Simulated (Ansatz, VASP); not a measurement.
# Al: VASP beside Ansatz

```
Al
1.0
    -1.54146    1.54146    1.69561
     1.54146   -1.54146    1.69561
     1.54146    1.54146   -1.69561
Al
1
Direct
  0.00000 0.00000 0.00000
```

Alike in both runs: task single point; functional r2SCAN; k mesh 24 × 24 × 24; occupations gaussian, width 0.15 eV; no spin polarisation.

|  | VASP | Ansatz |
| --- | --- | --- |
| version | VASP 6.6.1 | Ansatz 0.2.0 |
| potentials or method | VASP PAW PBE potentials, release 64 (Al), cutoff 520 eV | scalar-relativistic, plane waves, PAW |
| valence electrons in the cell | 3 | 3 |

|  | VASP | Ansatz | Ansatz less VASP |
| --- | --- | --- | --- |
| gap on the k mesh at the Fermi level (eV) | none | none | - |
| pressure (GPa) | 0.0 | 0.4 | +0.31 |
| traceless stress, the component that is largest in VASP (GPa) | 3.14 | 3.14 | 0.000 |

VASP's potentials were made for PBE, not for r2SCAN. A gap of «none» marks a metal or a gap that the smearing closes.
